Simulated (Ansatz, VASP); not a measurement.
**Sn5As3 in VASP and in Ansatz**

```
CELL_PARAMETERS angstrom
3.64621 0.00000 0.00000
0.00000 3.64621 0.00000
0.00000 0.00000 14.91715
ATOMIC_POSITIONS crystal
Sn 0.00000 0.00000 0.22659
Sn 0.50000 0.50000 0.60982
Sn 0.50000 0.50000 0.39018
Sn 0.00000 0.00000 0.77341
Sn 0.00000 0.00000 0.00000
As 0.50000 0.50000 0.13123
As 0.50000 0.50000 0.86877
As 0.00000 0.00000 0.50000
```

Change from the starting cell: species swapped into the Ti3Pd5 type (P4/mmm, No. 123).

Alike in both runs: functional PBE; k mesh 4 × 4 × 2; occupations gaussian, width 0.2 eV; no spin polarisation.

Ansatz relaxed the structure, and its values are those at the end. VASP's run is a single point on that final structure, the one shown.

|  | VASP | Ansatz |
| --- | --- | --- |
| version | VASP 6.6.1 | Ansatz 0.2.0 |
| potentials or method | VASP PAW PBE potentials, release 64 (Sn_d, As), cutoff 520 eV | scalar-relativistic, plane waves, PAW |
| valence electrons in the cell | 85 | 115 |

VASP gave:

- gap on the k mesh at the Fermi level (eV): none
- pressure (GPa): 0.3
- rms of the force components (eV/Å): 0.018

**Question.** Estimate Ansatz's values.

**Answer.** gap on the k mesh at the Fermi level (eV): none; pressure (GPa): 0.3; rms of the force components (eV/Å): 0.014.

A gap of «none» marks a metal or a gap that the smearing closes. VASP's potentials hold 85 valence electrons a cell and Ansatz's 115, so a difference there can come from the potentials and not from the codes.

The k mesh is coarse, so the values compare programs but aren't converged.
